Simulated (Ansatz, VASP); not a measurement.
# BaHf3H2: VASP beside Ansatz

```
Ba Hf H
1.0
     4.33633    0.00000    0.00000
     0.00000    4.33633    0.00000
     0.00000    0.00000    6.26464
Ba Hf H
1 3 2
Direct
  0.50000 0.50000 0.00000
  0.00000 0.00000 0.00000
  0.50000 0.50000 0.50000
  0.00000 0.00000 0.50000
  0.50000 0.00000 0.50000
  0.00000 0.50000 0.50000
```

Alike in both runs: functional PBE; k mesh 10 × 10 × 6; occupations gaussian, width 0.1 eV; no spin polarisation.

Ansatz relaxed the structure, and its values are those at the end. VASP's run is a single point on that final structure, the one shown.

|  | VASP | Ansatz |
| --- | --- | --- |
| version | VASP 6.6.1 | Ansatz 0.2.0 |
| potentials or method | VASP PAW PBE potentials, release 64 (Ba_sv, Hf_pv, H), cutoff 520 eV | scalar-relativistic, plane waves, PAW |
| valence electrons in the cell | 42 | 90 |

Ansatz gave:

* gap on the k mesh at the Fermi level (eV): none
* pressure (GPa): 0.0

Task: Which values does VASP return?

Result: gap on the k mesh at the Fermi level (eV): none; pressure (GPa): 0.2.

A gap of «none» marks a metal or a gap that the smearing closes. VASP's potentials hold 42 valence electrons a cell and Ansatz's 90, so a difference there can come from the potentials and not from the codes.

Neither program's run includes spin-orbit coupling.
